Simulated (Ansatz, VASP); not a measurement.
# Si3Ge: VASP beside Ansatz

```xyz
8
Lattice="5.5427 0.0000 0.0000 0.0000 -5.5427 0.0000 0.0000 0.0000 -5.5427" Properties=species:S:1:pos:R:3 pbc="T T T"
Si    1.3857   -1.3857   -1.3857
Si    4.1571   -4.1571   -1.3857
Si    1.3857   -4.1571   -4.1571
Si    0.0000   -2.7714   -2.7714
Si    2.7714    0.0000   -2.7714
Si    0.0000   -5.5427   -5.5427
Ge    4.1571   -1.3857   -4.1571
Ge    2.7714   -2.7714    0.0000
```

Alike in both runs: task relaxation of cell and atoms; functional PBE; k mesh 6 × 6 × 6; occupations gaussian, width 0.1 eV; no spin polarisation.

|  | VASP | Ansatz |
| --- | --- | --- |
| version | VASP 6.6.1 | Ansatz 0.2.0 |
| potentials or method | VASP PAW PBE potentials, release 64 (Si, Ge_d), cutoff 600 eV | scalar-relativistic, plane waves, PAW |
| valence electrons in the cell | 52 | 52 |

VASP gave:

* gap on the k mesh at the Fermi level, each at its own relaxed structure (eV): 0.44
* relaxed volume (Å³/atom): 21.15

Problem. What did Ansatz give for the same quantities?

Solution. gap on the k mesh at the Fermi level, each at its own relaxed structure (eV): 0.44; relaxed volume (Å³/atom): 21.19.
